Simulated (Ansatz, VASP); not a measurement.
## InP in VASP and in Ansatz

The input INCAR:

```
PREC = Accurate
ENCUT = 520
EDIFF = 1E-6
ISMEAR = -1
SIGMA = 0.02
LREAL = False
LASPH = True
NELM = 60
ALGO = Normal
ISIF = 2
LWAVE = False
LCHARG = False
GGA = PE
NBANDS = 16
```

KPOINTS

```
Automatic mesh
0
Gamma
  8 8 8
```

File POSCAR:

```
InP
1.0
    0.0000000000      2.8799429557      2.8799429557
    2.8799429557      0.0000000000      2.8799429557
    2.8799429557      2.8799429557      0.0000000000
In P
1 1
Direct
    0.0000000000      0.0000000000      0.0000000000
    0.2500000000      0.2500000000      0.2500000000
```

Input for Ansatz:

```yaml
crystal:
  lattice:
    - [0.0, 2.8799429557, 2.8799429557]
    - [2.8799429557, 0.0, 2.8799429557]
    - [2.8799429557, 2.8799429557, 0.0]
  atoms:
    - { symbol: In, position: [0.0, 0.0, 0.0] }
    - { symbol: P, position: [0.25, 0.25, 0.25] }
kpoints:
  mp_grid: { grid: [8, 8, 8] }
  band_path:
    path:
      - [0.0, 0.0, 0.0]
      - [-0.5, -0.5, 0.0]
      - [-0.375, -0.375, 0.25]
      - [-0.375, 0.0, 0.375]
      - [0.0, 0.0, 0.5]
      - [-0.5, -0.25, 0.25]
    npoints: 1
hamiltonian:
  xc: pbe
scf:
  occupations: { method: fermi_dirac, width: 0.02 }
  n_extra_bands: 4
output:
  forces: true
  stress: true
  eigenvalues: true
```

Change from the starting cell: hydrostatic strain -2.5%.

Alike in both runs: task single point; functional PBE; k mesh 8 × 8 × 8; occupations fermi-dirac, width 0.02 eV; no spin polarisation.

|  | VASP | Ansatz |
| --- | --- | --- |
| version | VASP 6.6.1 | Ansatz 0.2.0 |
| potentials or method | VASP PAW PBE potentials, release 64 (In_d, P) | plane waves, PAW |
| plane-wave cutoff (eV) | 520 | 420 |
| valence electrons in the cell | 18 | 18 |

```tsv
	VASP	Ansatz	Ansatz less VASP
gap on the k mesh at the Fermi level (eV)	1.00	1.00	+0.003
pressure (GPa)	7.6	7.7	+0.08
```

The functional is the same, so the differences come from potentials, cutoffs and numerics.
